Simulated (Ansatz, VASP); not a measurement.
**One calculation of Se, two programs**

```
CELL_PARAMETERS angstrom
4.63199 0.00000 0.00000
-2.31599 4.01142 0.00000
0.00000 0.00000 3.46767
ATOMIC_POSITIONS crystal
Se 0.33333 0.66667 0.50000
Se 0.00000 0.00000 0.00000
Se 0.66667 0.33333 0.50000
```

Alike in both runs: task relaxation of cell and atoms; functional PBE; k mesh 6 × 6 × 6; occupations gaussian, width 0.1 eV; no spin polarisation.

|  | VASP | Ansatz |
| --- | --- | --- |
| version | VASP 6.6.1 | Ansatz 0.2.0 |
| potentials or method | VASP PAW PBE potentials, release 64 (Se), cutoff 600 eV | scalar-relativistic, plane waves, PAW |
| valence electrons in the cell | 18 | 48 |

VASP gave:

| Property | Result |
| --- | --- |
| gap on the k mesh at the Fermi level, each at its own relaxed structure (eV) | none |
| relaxed volume (Å³/atom) | 21.50 |
| relaxed cell length with the largest relative difference (Å) | 3.489 |

Estimate Ansatz's values.

gap on the k mesh at the Fermi level, each at its own relaxed structure (eV): none; relaxed volume (Å³/atom): 21.56; relaxed cell length with the largest relative difference (Å): 3.500.

A gap of «none» marks a metal or a gap that the smearing closes. VASP's potentials hold 18 valence electrons a cell and Ansatz's 48, so a difference there can come from the potentials and not from the codes.
